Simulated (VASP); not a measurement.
SrAl4Bi:

```
Sr Al Bi
1.0
     0.00000    3.87777    3.87777
     3.87777    0.00000    3.87777
     3.87777    3.87777    0.00000
Sr Al Bi
1 4 1
Direct
  0.00000 0.00000 0.00000
  0.37500 0.87500 0.37500
  0.37500 0.37500 0.87500
  0.37500 0.37500 0.37500
  0.87500 0.37500 0.37500
  0.75000 0.75000 0.75000
```

| Quantity | Value |
| --- | --- |
| Program | VASP 6.6.1 |
| Task | relaxation of cell and atoms |
| Functional | PBE |
| Potentials or basis | VASP PAW PBE potentials, release 64 (Sr_sv, Al, Bi_d) |
| Cutoff | 600 eV |
| k mesh | 4 × 4 × 4 |
| Occupations | gaussian, width 0.1 eV |
| Spin | no spin polarisation |

At the start: pressure 12.7 GPa; volume 19.44 Å³/atom.

Where does the relaxation end?

Over 3 steps the energy falls by 118.4 meV/atom and the volume is 22.89 Å³/atom (+17.8 %); space group F-43m (No. 216, to 0.1 Å) before and after.

The path:
```tsv
step	energy change (eV)	largest force (eV/Å)	pressure (GPa)	volume (Å³)
1	0.0000	0.0063	12.67	116.62
2	-0.6580	0.0393	-2.30	144.54
3	-0.7105	0.0249	0.07	137.35
```

Final structure:
```
Sr Al Bi
1.0
     0.00000    4.09515    4.09515
     4.09515    0.00000    4.09515
     4.09515    4.09515    0.00000
Sr Al Bi
1 4 1
Direct
  0.00000 0.00000 0.00000
  0.37502 0.87495 0.37502
  0.37502 0.37502 0.87495
  0.37502 0.37502 0.37502
  0.87495 0.37502 0.37502
  0.75000 0.75000 0.75000
```

Caveat: the volume moved by over 15 % at a fixed basis, so the end points are rough.
